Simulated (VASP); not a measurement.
# Sb2P3H (I4/mmm) in VASP: further runs, part 2 of 2

VASP 6.6.1.

## Step 4: Single point, PBE

This run uses another cell than the first one, of 22.76 Å³/atom, 1.008 times its volume.

Input file INCAR:

```
PREC = Accurate
ENCUT = 520
EDIFF = 1E-7
ISMEAR = 0
SIGMA = 0.1
LREAL = False
LASPH = True
NELM = 100
ALGO = Normal
ISIF = 2
LWAVE = False
LCHARG = False
GGA = PE
NBANDS = 22
```

Input file KPOINTS:

```
regular mesh
0
Gamma
  6 6 6
```

Input file POSCAR:

```
Sb2P3H
1.0
   -2.5405446978      2.5405446978      5.2899403608
    2.5405446978     -2.5405446978      5.2899403608
    2.5405446978      2.5405446978     -5.2899403608
Sb H P
2 1 3
Direct
    0.5000000000      0.0000000000      0.5000000000
    0.0000000000      0.5000000000      0.5000000000
    0.5000000000      0.5000000000      0.0000000000
    0.7500000000      0.2500000000      0.5000000000
    0.2500000000      0.7500000000      0.5000000000
    0.0000000000      0.0000000000      0.0000000000
```

Potentials or basis: VASP PAW PBE potentials, release 64 (Sb, H, P).

The run is started by

```bash
$ cat potpaw_PBE.64/Sb/POTCAR potpaw_PBE.64/H/POTCAR potpaw_PBE.64/P/POTCAR > POTCAR
$ mpirun -np 1 vasp_std > vasp.out
```

OUTCAR:

```text
PREC = Accurate
   ENCUT = 520
   EDIFF = 1E-7
   ISMEAR = 0
   LREAL = False
   LASPH = True
   NELM = 100
   ISIF = 2
   GGA = PE

 ion  position               nearest neighbor table
   1  0.500  0.000  0.500-   6 2.54   6 2.54   4 2.64   5 2.64   2 3.59   2 3.59   2 3.59   2 3.59

   2  0.000  0.500  0.500-   6 2.54   6 2.54   4 2.64   5 2.64   1 3.59   1 3.59   1 3.59   1 3.59

   3  0.500  0.500  0.000-
   4  0.750  0.250  0.500-   1 2.64   2 2.64
   5  0.250  0.750  0.500-   1 2.64   2 2.64
   6  0.000  0.000  0.000-   1 2.54   2 2.54   2 2.54   1 2.54

  LATTYP: Found a body centered tetragonal cell.
 ALAT       =     5.0810893956
 C/A-ratio  =     2.0822071603

  Lattice vectors:

 A1 = (  -2.5405446978,   2.5405446978,   5.2899403608)
 A2 = (   2.5405446978,  -2.5405446978,   5.2899403608)
 A3 = (   2.5405446978,   2.5405446978,  -5.2899403608)

Analysis of symmetry for initial positions (statically):
=====================================================================
 Subroutine PRICEL returns:
 Original cell was already a primitive cell.

 Routine SETGRP: Setting up the symmetry group for a
 body centered tetragonal supercell.

 Subroutine GETGRP returns: Found 16 space group operations
 (whereof 16 operations were pure point group operations)
 out of a pool of 16 trial point group operations.

The static configuration has the point symmetry D_4h.

Analysis of symmetry for dynamics (positions and initial velocities):
=====================================================================
 Subroutine PRICEL returns:
 Original cell was already a primitive cell.

 Routine SETGRP: Setting up the symmetry group for a
 body centered tetragonal supercell.

 Subroutine GETGRP returns: Found 16 space group operations
 (whereof 16 operations were pure point group operations)
[... 123 lines left out ...]
   EMIN   =  10.00;   EMAX   =-10.00  energy-range for DOS
   EFERMI =   0.00;   METHOD = LEGACY
   ISMEAR =     0;   SIGMA  =   0.10  broadening in eV -4-tet -1-fermi 0-gaus
   EFERMI_NEDOS =   21; number of points for ismear=-14 and -15
   IALGO  =     38    algorithm
   IMIX   =      4    mixing-type and parameters
     AMIX     =   0.40;   BMIX     =  1.00
     AMIX_MAG =   1.60;   BMIX_MAG =  1.00
  volume/ion in A,a.u.               =      22.76       153.61
  Fermi-wavevector in a.u.,A,eV,Ry     =   0.941769  1.779686 12.067404  0.886929
  Thomas-Fermi vector in A             =   2.069313
   LORBIT       =      0    0 simple, 1 ext, 2 COOP (PROOUT), +10 PAW based schemes
   GGA     = PE    functional components
   LHFCALC =     F    Hartree Fock is set to
   AEXX    =    0.0000 exact exchange contribution
   IVDW    =     0    specifies the selected vdW correction
   LEPSILON=     F    determine dielectric tensor
   LRPA    =     F    only Hartree local field effects (RPA)
 non-spin polarized calculation
 Gauss-broadening in eV      SIGMA  =   0.10
  energy-cutoff  :      520.00
  volume of cell :      136.57
 maximum number of plane-waves:      3728
   NGX = 23   NGY = 23   NGZ = 23

 number of electron      25.9999998 magnetization

 Free energy of the ion-electron system (eV)
  ---------------------------------------------------
  ext. energy  EPLUGINS =         0.00000000
  ---------------------------------------------------
  free energy    TOTEN  =       -21.86079313 eV

  energy without entropy =      -21.84131261  energy(sigma->0) =      -21.85105287

 E-fermi :   4.8592     XC(G=0):  -9.2028

 val. band max:        4.8417524105   @ k =  -0.3333   0.5000   0.3333
 cond. band min:       4.8906291068   @ k =   0.5000   0.0000   0.0000
 fundamental gap:      0.0488766963
 Fermi energy:         4.8591957437

 k-point     1 :       0.0000    0.0000    0.0000
  band No.  band energies     occupation
      1      -8.5610      2.00000
      2      -4.4582      2.00000
      3      -4.3719      2.00000
      4      -4.0742      2.00000
      5      -1.1059      2.00000
      6      -0.8800      2.00000
[... 589 lines left out ...]
     21      10.4424      0.00000
     22      10.5178      0.00000

 [... further k-points ...]
[... 5 lines left out ...]
  --------------------------------------------------------------------------------------
  -------------------------------------------------------------------------------------
  Total       -0.0268721     -0.0268721     -0.2411991      0.0000000      0.0000000      0.0000000
  in kB       -0.3152446     -0.3152446     -2.8295786      0.0000000      0.0000000      0.0000000
  external PRESSURE =      -1.1533559 kB  Pullay stress =       0.0000000 kB

 VOLUME and BASIS-vectors are now :
 -----------------------------------------------------------------------------
  energy-cutoff  :      520.00
  volume of cell :      136.57
      direct lattice vectors                 reciprocal lattice vectors
    -2.540544698  2.540544698  5.289940361     0.000000000  0.196808189  0.094519024
     2.540544698 -2.540544698  5.289940361     0.196808189  0.000000000  0.094519024
     2.540544698  2.540544698 -5.289940361     0.196808189  0.196808189  0.000000000

 POSITION                                       TOTAL-FORCE (eV/Angst)
 -----------------------------------------------------------------------------------
      0.00000      2.54054      0.00000         0.000000     -0.000000     -0.000000
      2.54054      0.00000      0.00000         0.000000     -0.000000     -0.000000
      0.00000      0.00000      5.28994         0.000000     -0.000000     -0.000000
     -0.00000      2.54054      2.64497        -0.000000      0.000000      0.000000
      2.54054     -0.00000      2.64497         0.000000      0.000000     -0.000000
      0.00000      0.00000      0.00000         0.000000     -0.000000     -0.000000
 -----------------------------------------------------------------------------------
    total drift:                               -0.000000     -0.000000     -0.000000

  FREE ENERGIE OF THE ION-ELECTRON SYSTEM (eV)
  ---------------------------------------------------
  free  energy   TOTEN  =       -21.8607931325 eV

  energy  without entropy=      -21.8413126133  energy(sigma->0) =      -21.85105287
```

stdout:

```text
POSCAR found type information on POSCAR SbH P
 POSCAR found :  3 types and       6 ions
 scaLAPACK will be used
 LDA part: xc-table for (Slater+PW92), standard interpolation
 POSCAR, INCAR and KPOINTS ok, starting setup
 FFT: planning ... GRIDC
 FFT: planning ... GRID_SOFT
 FFT: planning ... GRID
 WAVECAR not read
 entering main loop
```

Run time: 2.3 min. Hardware: 1 thread of Intel Xeon Platinum 8259CL at 2.50GHz (Skylake/Cascade Lake), shared host; peak memory 0.35 GiB.

What came out:

| Property | Result |
| --- | --- |
| Free energy | -21.8608 eV |
| Pressure | -0.1 GPa |
| Band gap on the k mesh | zero (band 13 reaches 5.72 eV, above the bottom of band 14 at 4.39 eV) |

Caveat: spin-orbit coupling is left out, which moves the levels of the heavy elements.

## Step 5: Relaxation of cell and atoms, PBE

Input file INCAR:

```
PREC     = Accurate       # precision mode
ENCUT    = 600            # plane-wave cutoff, eV
EDIFF    = 1E-6           # SCF threshold, eV
ISMEAR   = 0              # smearing method
SIGMA    = 0.1            # smearing width, eV
LREAL    = False          # projectors in reciprocal space
LASPH    = True           # aspherical terms in the spheres
NELM     = 80             # most SCF steps
ALGO     = Normal         # electronic algorithm
ISIF     = 3              # what is computed and relaxed
LWAVE    = False          # write WAVECAR
LCHARG   = False          # write CHGCAR
GGA      = PE             # functional
IBRION   = 2              # ionic algorithm
NSW      = 90             # ionic steps
EDIFFG   = -0.04          # ionic threshold
```

Input file KPOINTS:

```
Automatic mesh
0
Gamma
  4 4 4
```

POSCAR: that of step 4 with these lines changed.

```diff
@@ -2,5 +2,5 @@
 1.0
-   -2.5405446978      2.5405446978      5.2899403608
-    2.5405446978     -2.5405446978      5.2899403608
-    2.5405446978      2.5405446978     -5.2899403608
+   -3.0802896400      3.0802896400      3.5687460700
+    3.0802896400     -3.0802896400      3.5687460700
+    3.0802896400      3.0802896400     -3.5687460700
 Sb H P
```

The run is started by

```bash
$ cat potpaw_PBE.64/Sb/POTCAR potpaw_PBE.64/H/POTCAR potpaw_PBE.64/P/POTCAR > POTCAR
$ mpirun -np 1 vasp_std > vasp.out
```

It took 14 min on 1 thread of Intel Xeon Platinum 8259CL at 2.50GHz (Skylake/Cascade Lake), shared host; peak memory 0.37 GiB.

It converged, with:

- Free energy: -21.7158 eV
- Relaxed volume: 22.75 Å³/atom
- Relaxed cell: a = 6.363 Å, b = 6.363 Å, c = 6.363 Å, α = 132.71°, β = 132.71°, γ = 69.11°
- Space group after relaxing (to 0.05 Å): I4/mmm (No. 139)
- Energy gained by relaxing: 4289.6 meV/atom
- Ionic steps: 19
- Pressure after relaxing: 0.0 GPa
- Band gap on the k mesh: zero (band 13 reaches 5.58 eV, above the bottom of band 14 at 4.49 eV)

Stress tensor (GPa, compression positive):
```
 0.00  0.00  0.00
 0.00  0.00  0.00
 0.00  0.00 -0.09
```

The path:
```tsv
step	energy change (eV)	largest force (eV/Å)	pressure (GPa)	volume (Å³)
1	0.0000	0.0000	72.43	135.44
2	-17.2236	0.0000	-6.33	323.20
3	-17.4480	0.0000	-6.50	315.34
4	-17.6872	0.0000	-6.70	307.53
5	-22.0259	0.0000	-8.84	224.02
6	-23.8802	0.0000	-2.19	180.37
7	-23.8605	0.0000	-6.22	194.27
8	-23.9922	0.0000	-5.14	188.27
9	-24.0022	0.0000	-4.36	185.67
10	-24.0029	0.0000	-4.68	186.66
11	-24.7833	0.0000	-3.93	167.63
12	-25.1147	0.0000	11.79	116.48
13	-25.5183	0.0000	-0.69	144.04
14	-25.6099	0.0000	4.17	128.62
15	-25.6439	0.0000	1.97	134.37
16	-25.7334	0.0000	0.13	135.63
17	-25.7365	0.0000	0.40	135.39
18	-25.7365	0.0000	0.37	135.42
19	-25.7378	0.0000	-0.03	136.52
```

Final structure:
```cif
data_structure
_symmetry_space_group_name_H-M 'P 1'
_symmetry_Int_Tables_number 1
_cell_length_a 6.3632
_cell_length_b 6.3632
_cell_length_c 6.3632
_cell_angle_alpha 132.711
_cell_angle_beta 132.711
_cell_angle_gamma 69.108
_cell_volume 136.52
loop_
_atom_site_label
_atom_site_type_symbol
_atom_site_fract_x
_atom_site_fract_y
_atom_site_fract_z
_atom_site_occupancy
Sb1 Sb 0.50000 0.00000 0.50000 1
Sb2 Sb 0.00000 0.50000 0.50000 1
H1 H 0.50000 0.50000 0.00000 1
P1 P 0.75000 0.25000 0.50000 1
P2 P 0.25000 0.75000 0.50000 1
P3 P 0.00000 0.00000 0.00000 1
```

Levels at points of the mesh, in eV from the Fermi level:
```csv
k point,band 9,band 10,band 11,band 12,band 13,band 14,band 15,band 16,band 17
"(0.00, 0.00, 0.00)",-1.69,-1.69,-0.81,-0.60,-0.60,-0.25,2.03,2.03,2.39
"(0.50, 0.00, 0.00)",-2.34,-2.01,-1.41,-0.76,-0.31,-0.16,0.20,1.45,1.49
"(0.50, 0.50, 0.00)",-1.65,-0.67,-0.32,-0.14,0.83,1.32,1.40,1.42,2.39
"(0.50, 0.50, 0.50)",-1.61,-1.59,-1.27,-1.27,0.64,0.64,0.86,0.86,1.25
```

Caveat: the k points lie up to 0.44 Å⁻¹ apart in the final cell; spin-orbit coupling is left out, which moves the levels of the heavy elements.

## Step 6: Summary

```tsv
task	cell	k mesh	cutoff (eV)	gap on the mesh (eV)	pressure (GPa)
single point	a = 5.631 Å, angles 113.7, 113.7, 101.3°, 6 atoms	4 × 4 × 4	520	none	72.4
single point	a = 6.364 Å, angles 132.5, 132.5, 69.4°, 6 atoms	4 × 4 × 4	520	none	-0.3
single point	a = 6.395 Å, angles 133.2, 133.2, 68.4°, 6 atoms	6 × 6 × 6	520	none	-0.1
relaxation of cell and atoms	relaxed from a = 5.631 Å, angles 113.7, 113.7, 101.3°, 6 atoms	4 × 4 × 4	600	none	0.0
```

Alike in all rows: level PBE; potentials or basis VASP PAW PBE potentials, release 64 (Sb, H, P); no spin polarisation; smearing gaussian 0.1 eV.

Caveats: some runs use coarse meshes; spin-orbit coupling is left out, which moves the levels of the heavy elements.

Absolute energies hang on the potentials; compare differences alone.
